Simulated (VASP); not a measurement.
# Cu5Ni (P-3m1) in VASP: single point with PBE

Aim: the single point of Cu5Ni with PBE.

Everything below comes from runs of VASP 6.6.1. Logs are shortened: lines on timing, memory, paths and dates and some standing lists are left out, and cuts for length are marked.

## (1) The cell of the first run

Symmetry: P-3m1, No. 164, trigonal system. Conventional cell: a = 2.550 Å, b = 2.550 Å, c = 12.496 Å, α = 90.00°, β = 90.00°, γ = 120.00°. Cu (site symmetry 3m) has 3 Ni at 2.52 Å and 9 Cu at 2.55 to 2.57 Å within 3.3 Å. Within 3.4 Å of Cu (site symmetry 3m) lie 12 Cu at 2.55 to 2.57 Å. Within 3.4 Å of Cu (site symmetry -3m) lie 12 Cu at 2.55 to 2.56 Å. Ni (site symmetry -3m) has 6 Cu at 2.52 Å and 6 Ni at 2.55 Å within 3.3 Å.

## (2) Single point, PBE

File POSCAR:

```
Cu5Ni
1.0
    2.5496813028      0.0000000000      0.0000000000
   -1.2748406514      2.2080887798      0.0000000000
    0.0000000000      0.0000000000     12.4956946991
Cu Ni
5 1
Direct
    0.3333333333      0.6666666667      0.8362112949
    0.6666666667      0.3333333333      0.6680890571
    0.0000000000      0.0000000000      0.5000000000
    0.3333333333      0.6666666667      0.3319109429
    0.6666666667      0.3333333333      0.1637887051
    0.0000000000      0.0000000000      0.0000000000
```

File INCAR.step1:

```
  ALGO = Fast
  EDIFF = 1E-6
  ENCUT = 520
  GGA = PE
  ISIF = 2
  ISMEAR = 0
  LASPH = T
  LCHARG = T
  LMAXMIX = 4
  LREAL = F
  LWAVE = F
  NBANDS = 42
  NELM = 80
  PREC = Accurate
  SIGMA = 0.1
```

File KPOINTS.step1:

```
k-points
0
Gamma
  18 18 4
```

File INCAR.step2:

```
  ALGO = Fast
  EDIFF = 1E-6
  ENCUT = 520
  GGA = PE
  ICHARG = 11
  ISIF = 2
  ISMEAR = -5
  LASPH = T
  LCHARG = F
  LMAXMIX = 4
  LORBIT = 11
  LREAL = F
  LWAVE = F
  NBANDS = 42
  NEDOS = 1001
  NELM = 80
  PREC = Accurate
  SIGMA = 0.1
```

File KPOINTS.step2:

```
k-points
0
Gamma
  27 27 6
```

Potentials or basis: VASP PAW PBE potentials, release 64 (Cu, Ni).

The run is started by

```sh
$ cat potpaw_PBE.64/Cu/POTCAR potpaw_PBE.64/Ni/POTCAR > POTCAR
$ cp INCAR.step1 INCAR
$ cp KPOINTS.step1 KPOINTS
$ mpirun -np 1 vasp_std > vasp.out
$ cp INCAR.step2 INCAR
$ cp KPOINTS.step2 KPOINTS
$ mpirun -np 1 vasp_std > vasp.out
```

OUTCAR:

```text
EDIFF = 1E-6
   ENCUT = 520
   GGA = PE
   ICHARG = 11
   ISIF = 2
   ISMEAR = -5
   LASPH = T
   LORBIT = 11
   LREAL = F
   NELM = 80
   PREC = Accurate

 ion  position               nearest neighbor table
   1  0.333  0.667  0.836-   6 2.52   6 2.52   6 2.52   2 2.57   2 2.57   2 2.57
   2  0.667  0.333  0.668-   3 2.56   3 2.56   3 2.56   1 2.57   1 2.57   1 2.57
   3  0.000  0.000  0.500-   2 2.56   4 2.56   2 2.56   4 2.56   2 2.56   4 2.56
   4  0.333  0.667  0.332-   3 2.56   3 2.56   3 2.56   5 2.57   5 2.57   5 2.57
   5  0.667  0.333  0.164-   6 2.52   6 2.52   6 2.52   4 2.57   4 2.57   4 2.57
   6  0.000  0.000  0.000-   1 2.52   5 2.52   5 2.52   1 2.52   5 2.52   1 2.52

  LATTYP: Found a hexagonal cell.
 ALAT       =     2.5496813028
 C/A-ratio  =     4.9008849402

  Lattice vectors:

 A1 = (   2.5496813028,   0.0000000000,   0.0000000000)
 A2 = (  -1.2748406514,   2.2080887798,   0.0000000000)
 A3 = (   0.0000000000,   0.0000000000,  12.4956946991)

Analysis of symmetry for initial positions (statically):
=====================================================================
 Subroutine PRICEL returns:
 Original cell was already a primitive cell.

 Routine SETGRP: Setting up the symmetry group for a
 hexagonal supercell.

 Subroutine GETGRP returns: Found 12 space group operations
 (whereof 12 operations were pure point group operations)
 out of a pool of 24 trial point group operations.

The static configuration has the point symmetry D_3d.

Analysis of symmetry for dynamics (positions and initial velocities):
=====================================================================
 Subroutine PRICEL returns:
 Original cell was already a primitive cell.

 Routine SETGRP: Setting up the symmetry group for a
 hexagonal supercell.

 Subroutine GETGRP returns: Found 12 space group operations
 (whereof 12 operations were pure point group operations)
 out of a pool of 24 trial point group operations.

The dynamic configuration has the point symmetry D_3d.

 Subroutine INISYM returns: Found 12 space group operations
 (whereof 12 operations are pure point group operations),
 and found     1 'primitive' translations

----------------------------------------------------------------------------------------

                                     Primitive cell

  volume of cell :      70.3498

  direct lattice vectors                    reciprocal lattice vectors
     2.549681303  0.000000000  0.000000000     0.392205880  0.226440171  0.000000000
    -1.274840651  2.208088780  0.000000000     0.000000000  0.452880341  0.000000000
     0.000000000  0.000000000 12.495694699     0.000000000  0.000000000  0.080027563

  length of vectors
     2.549681303  2.549681303 12.495694699     0.452880341  0.452880341  0.080027563

  position of ions in fractional coordinates (direct lattice)
     0.333333333  0.666666667  0.836211295
     0.666666667  0.333333333  0.668089057
     0.000000000  0.000000000  0.500000000
     0.333333333  0.666666667  0.331910943
     0.666666667  0.333333333  0.163788705
     0.000000000  0.000000000  0.000000000

  ion indices of the primitive-cell ions
   primitive index   ion index
                 1           1
                 2           2
                 3           3
                 4           4
                 5           5
                 6           6

----------------------------------------------------------------------------------------

 KPOINTS: k-points

Automatic generation of k-mesh.
 Grid dimensions read from file:
 generate k-points for:   27   27    6

 Generating k-lattice:

  Cartesian coordinates                     Fractional coordinates (reciprocal lattice)
     0.014526144  0.008386673  0.000000000     0.037037037  0.000000000  0.000000000
     0.000000000  0.016773346  0.000000000     0.000000000  0.037037037  0.000000000
     0.000000000  0.000000000  0.013337927     0.000000000  0.000000000  0.166666667

  Length of vectors
     0.016773346  0.016773346  0.013337927

  Shift w.r.t. Gamma in fractional coordinates (k-lattice)
     0.000000000  0.000000000  0.000000000

 TETIRR: Found   6434 inequivalent tetrahedra from    26244

 Subroutine IBZKPT returns following result:
 ===========================================

 Found    422 irreducible k-points:

 Following reciprocal coordinates:
            Coordinates               Weight
  0.000000  0.000000  0.000000      1.000000
  0.037037 -0.000000  0.000000      6.000000
  0.074074 -0.000000  0.000000      6.000000
  0.111111 -0.000000  0.000000      6.000000
  0.148148 -0.000000  0.000000      6.000000
  0.185185  0.000000  0.000000      6.000000
[... 16 lines left out ...]
  0.333333  0.037037  0.000000     12.000000
  0.370370  0.037037  0.000000     12.000000
 [... further k-points ...]
   k-points           NKPTS =    422   k-points in BZ     NKDIM =    422   number of bands    NBANDS=     42
   number of dos      NEDOS =   1001   number of ions     NIONS =      6
   total plane-waves  NPLWV =  38400
   dimension x,y,z NGX =    20 NGY =   20 NGZ =   96
   dimension x,y,z NGXF=    40 NGYF=   40 NGZF=  192
   ions per type =               5   1
   NGX,Y,Z   is equivalent  to a cutoff of  13.04, 13.04, 12.77 a.u.
   NGXF,Y,Z  is equivalent  to a cutoff of  26.08, 26.08, 25.54 a.u.
 SYSTEM =  unknown system
   PREC   = accura    normal or accurate (medium, high low for compatibility)
   ISTART =      0    job   : 0-new  1-cont  2-samecut
   ICHARG =     11    charge: 1-file 2-atom 10-const
   ISPIN  =      1    spin polarized calculation?
   LNONCOLLINEAR =      F non collinear calculations
   LSORBIT =      F    spin-orbit coupling
   LASPH  =      T    aspherical Exc in radial PAW
   ENCUT  =  520.0 eV  38.22 Ry    6.18 a.u.   4.74  4.74 23.23*2*pi/ulx,y,z
   NELM   =     80;   NELMIN=  2; NELMDL=  0     # of ELM steps
   EDIFF  = 0.1E-05   stopping-criterion for ELM
   LREAL  =      F    real-space projection
   EDIFFG = 0.1E-04   stopping-criterion for IOM
   NSW    =      0    number of steps for IOM
   IBRION =     -1    ionic relax: 0-MD 1-quasi-New 2-CG
   NFREE  =      0    steps in history (QN), initial steepest desc. (CG)
   ISIF   =      2    stress and relaxation
   ISYM   =      2    0-nonsym 1-usesym 2-fastsym
   POTIM  = 0.5000    time-step for ionic-motion
   TEBEG  =    0.0;   TEEND  =   0.0 temperature during run
   PSTRESS=    0.0 pullay stress
   NELECT =      65.0000    total number of electrons
   NUPDOWN=      -1.0000    fix difference up-down
   EMIN   =  10.00;   EMAX   =-10.00  energy-range for DOS
   EFERMI =   0.00;   METHOD = LEGACY
   ISMEAR =    -5;   SIGMA  =   0.10  broadening in eV -4-tet -1-fermi 0-gaus
   EFERMI_NEDOS =   21; number of points for ismear=-14 and -15
   IALGO  =     68    algorithm
   IMIX   =      4    mixing-type and parameters
     AMIX     =   0.40;   BMIX     =  1.00
     AMIX_MAG =   1.60;   BMIX_MAG =  1.00
  volume/ion in A,a.u.               =      11.72        79.12
  Fermi-wavevector in a.u.,A,eV,Ry     =   1.594502  3.013171 34.591940  2.542436
  Thomas-Fermi vector in A             =   2.692566
   LORBIT       =     11    0 simple, 1 ext, 2 COOP (PROOUT), +10 PAW based schemes
   GGA     = PE    functional components
   LHFCALC =     F    Hartree Fock is set to
   AEXX    =    0.0000 exact exchange contribution
   IVDW    =     0    specifies the selected vdW correction
   LEPSILON=     F    determine dielectric tensor
   LRPA    =     F    only Hartree local field effects (RPA)
 non-spin polarized calculation
 RMM-DIIS sequential band-by-band and
 Fermi weights with tetrahedron method with Bloechl corrections
  energy-cutoff  :      520.00
  volume of cell :       70.35
 maximum number of plane-waves:      1919

 number of electron      64.9999999 magnetization

 Free energy of the ion-electron system (eV)
  ---------------------------------------------------
  ext. energy  EPLUGINS =         0.00000000
  ---------------------------------------------------
  free energy    TOTEN  =       -24.09328156 eV

  energy without entropy =      -24.09328156  energy(sigma->0) =      -24.09328156

 E-fermi :   7.7225     XC(G=0): -12.7731

 val. band max:        7.7249538764   @ k =  -0.1111   0.4074   0.3333
 cond. band min:       7.6784839552   @ k =   0.1852   0.0741   0.0000
 fundamental gap:     -0.0464699212
 Fermi energy:         7.7225417985

 k-point     1 :       0.0000    0.0000    0.0000
  band No.  band energies     occupation
      1      -1.5051      2.00000
      2      -0.5858      2.00000
      3      -0.3641      2.00000
      4       1.8089      2.00000
      5       1.9849      2.00000
      6       2.8552      2.00000
[... 34 lines left out ...]
     41      24.7168      0.00000
     42      29.4802      0.00000

 k-point     2 :       0.0370   -0.0000    0.0000
  band No.  band energies     occupation
      1      -1.4603      2.00000
      2      -0.5429      2.00000
      3      -0.3212      2.00000
      4       1.8452      2.00000
      5       2.0198      2.00000
      6       2.8822      2.00000
[... 34 lines left out ...]
     41      24.7505      0.00000
     42      28.6638      0.00000

 k-point     3 :       0.0741   -0.0000    0.0000
  band No.  band energies     occupation
      1      -1.3265      2.00000
      2      -0.4150      2.00000
      3      -0.1934      2.00000
      4       1.9524      2.00000
      5       2.1223      2.00000
      6       2.9613      2.00000
[... 34 lines left out ...]
     41      24.8475      0.00000
     42      26.6897      0.00000

 k-point     4 :       0.1111   -0.0000    0.0000
  band No.  band energies     occupation
      1      -1.1054      2.00000
      2      -0.2045      2.00000
      3       0.0167      2.00000
      4       2.1243      2.00000
      5       2.2859      2.00000
      6       3.0857      2.00000
[... 844 lines left out ...]
     41      18.9853      0.00000
     42      19.4605      0.00000

 k-point    23 :       0.3333    0.0370    0.0000
  band No.  band energies     occupation
      1       1.9474      2.00000
      2       2.3551      2.00000
      3       2.5504      2.00000
      4       3.0898      2.00000
      5       3.4716      2.00000
      6       3.5597      2.00000
[... 34 lines left out ...]
     41      17.9402      0.00000
     42      18.4014      0.00000

 k-point    24 :       0.3704    0.0370    0.0000
  band No.  band energies     occupation
      1       2.3986      2.00000
      2       2.6117      2.00000
      3       2.8109      2.00000
      4       3.0818      2.00000
      5       3.4383      2.00000
      6       3.4876      2.00000
[... 34 lines left out ...]
     41      16.5874      0.00000
     42      17.2368      0.00000

 [... further k-points ...]

------------------------ aborting loop because EDIFF is reached ----------------------------------------

  FORCE on cell =-STRESS in cart. coord.  units (eV):
  Direction    XX          YY          ZZ          XY          YZ          ZX
  --------------------------------------------------------------------------------------
  -------------------------------------------------------------------------------------
  Total        0.1907729      0.1907729      0.2146970      0.0000000      0.0000000      0.0000000
  in kB        4.3447471      4.3447471      4.8896053      0.0000000      0.0000000      0.0000000
  external PRESSURE =       4.5263665 kB  Pullay stress =       0.0000000 kB

 VOLUME and BASIS-vectors are now :
 -----------------------------------------------------------------------------
  energy-cutoff  :      520.00
  volume of cell :       70.35
      direct lattice vectors                 reciprocal lattice vectors
     2.549681303  0.000000000  0.000000000     0.392205880  0.226440171  0.000000000
    -1.274840651  2.208088780  0.000000000     0.000000000  0.452880341  0.000000000
     0.000000000  0.000000000 12.495694699     0.000000000  0.000000000  0.080027563

 POSITION                                       TOTAL-FORCE (eV/Angst)
 -----------------------------------------------------------------------------------
     -0.00000      1.47206     10.44904        -0.000000     -0.000000      0.033210
      1.27484      0.73603      8.34824         0.000000     -0.000000      0.023537
      0.00000      0.00000      6.24785        -0.000000      0.000000      0.000000
     -0.00000      1.47206      4.14746        -0.000000      0.000000     -0.023537
      1.27484      0.73603      2.04665         0.000000      0.000000     -0.033210
      0.00000      0.00000      0.00000        -0.000000      0.000000      0.000000
 -----------------------------------------------------------------------------------
    total drift:                               -0.000000      0.000000     -0.000000

  FREE ENERGIE OF THE ION-ELECTRON SYSTEM (eV)
  ---------------------------------------------------
  free  energy   TOTEN  =       -24.0932815598 eV

  energy  without entropy=      -24.0932815598  energy(sigma->0) =      -24.09328156

 total charge

# of ion       s       p       d       tot
------------------------------------------
    1        0.448   0.391   9.171  10.010
    2        0.447   0.379   9.170   9.996
    3        0.446   0.378   9.166   9.990
    4        0.447   0.379   9.170   9.996
    5        0.448   0.391   9.171  10.010
    6        0.465   0.430   8.369   9.265
--------------------------------------------------
tot          2.702   2.349  54.217  59.267
```

Run time: 12 min. Hardware: 1 thread of Intel Xeon 6975P-C (Granite Rapids), shared host; peak memory 0.97 GiB.

Results:

```yaml
Valence_electrons_inside_the_program's_atomic_spheres: Cu 10.01, 10.00, 9.99 (each value once); Ni 9.27
```

Levels at points of the mesh, in eV from the Fermi level:
```
           k point  band 29  band 30  band 31  band 32  band 33  band 34  band 35  band 36  band 37  band 38
(0.00, 0.00, 0.00)    -1.86    -1.74    -1.74    -1.33    -1.33    -0.80    -0.40    -0.40     4.09     8.77
(0.00, 0.00, 0.50)    -1.70    -1.70    -1.68    -1.62    -1.33    -1.33    -0.40    -0.40     5.41     6.03
```

Caveat: tetrahedron occupations give inexact forces and stress in metals. Spin polarisation is off, so any magnetic state and its effect on volume and gap are missing.
